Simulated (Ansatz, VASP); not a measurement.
# One calculation of HC12, two programs

```
C H
1.0
     5.05093    0.00000    0.00000
     0.00000    5.05093    0.00000
     0.00000    0.00000   22.37549
C H
24 2
Direct
  0.00000 0.25000 0.17877
  0.00000 0.75000 0.17877
  0.50000 0.25000 0.17877
  0.50000 0.75000 0.17877
  0.00000 0.00000 0.21867
  0.00000 0.50000 0.21867
  0.50000 0.00000 0.21867
  0.50000 0.50000 0.21867
  0.25000 0.00000 0.25858
  0.25000 0.50000 0.25858
  0.75000 0.00000 0.25858
  0.75000 0.50000 0.25858
  0.25000 0.25000 0.29760
  0.25000 0.75000 0.29760
  0.75000 0.25000 0.29760
  0.75000 0.75000 0.29760
  0.00000 0.25000 0.33949
  0.00000 0.75000 0.33949
  0.50000 0.25000 0.33949
  0.50000 0.75000 0.33949
  0.00000 0.00000 0.37432
  0.00000 0.50000 0.37432
  0.50000 0.00000 0.37432
  0.50000 0.50000 0.37432
  0.85201 0.37500 0.46593
  0.14799 0.37500 0.46593
```

Alike in both runs: task single point; functional PBE; k mesh 5 × 5 × 1; occupations gaussian, width 0.05 eV; no spin polarisation.

|  | VASP | Ansatz |
| --- | --- | --- |
| version | VASP 6.6.1 | Ansatz 0.2.0 |
| potentials or method | VASP PAW PBE potentials, release 64 (C, H), cutoff 520 eV | scalar-relativistic, plane waves, PAW |
| valence electrons in the cell | 98 | 98 |

|  | VASP | Ansatz | Ansatz less VASP |
| --- | --- | --- | --- |
| gap on the k mesh at the Fermi level (eV) | none | none | - |
| rms of the force components (eV/Å) | 0.899 | 0.902 | +0.0034 |

Atom by atom the forces differ by 0.013 eV/Å (rms over components). A gap of «none» marks a metal or a gap that the smearing closes. The functional is the same, so the differences come from potentials, cutoffs and numerics. Ansatz's warnings: xc potential rough in thin density.
